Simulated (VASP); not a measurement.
Wanted: the native input for a VASP 6.6.1 run.

```yaml
Task: single point
Functional: PBEsol
Potentials_or_basis: VASP PAW PBE potentials, release 64 (Pb_d)
Cutoff: 520 eV
k_mesh: 8 × 8 × 8
Occupations: fermi-dirac, width 0.05 eV
Spin: no spin polarisation
Dipole_correction: no
Further_INCAR_settings: ALGO = Fast; EDIFF = 1e-06; NBANDS = 13
```

The structure of Pb lies in POSCAR:

```
Pb
1.0
   -1.9796595667      1.9796595667      1.9400663754
    1.9796595667     -1.9796595667      1.9400663754
    1.9796595667      1.9796595667     -1.9400663754
Pb
1
Direct
    0.0000000000      0.0000000000      0.0000000000
```

These files were run (other wordings do the same):

INCAR

```
PREC = Accurate ; ENCUT = 520
EDIFF = 1E-6 ; ISMEAR = -1
SIGMA = 0.05 ; LREAL = F
LASPH = T ; NELM = 100
ALGO = Fast ; ISIF = 2
LWAVE = F ; LCHARG = F
GGA = PS ; NBANDS = 13
```

KPOINTS

```
Automatic mesh
0
Gamma
  8 8 8
```

Potentials or basis: VASP PAW PBE potentials, release 64 (Pb_d).

The run is started by

```bash
$ cat potpaw_PBE.64/Pb_d/POTCAR > POTCAR
$ mpirun -np 1 vasp_std > vasp.out
```

Results of the run:

- Pressure: -0.6 GPa
- Band gap on the k mesh: zero (band 7 reaches 14.63 eV, above the bottom of band 8 at 5.19 eV)

Caveat: the PAW data sets were made with another functional, which shifts forces and pressure a little; spin-orbit coupling is left out, which moves the levels of the heavy elements.

It took 26 s on 1 thread of Intel Xeon 8259CL (shared host), peak memory 0.16 GiB.
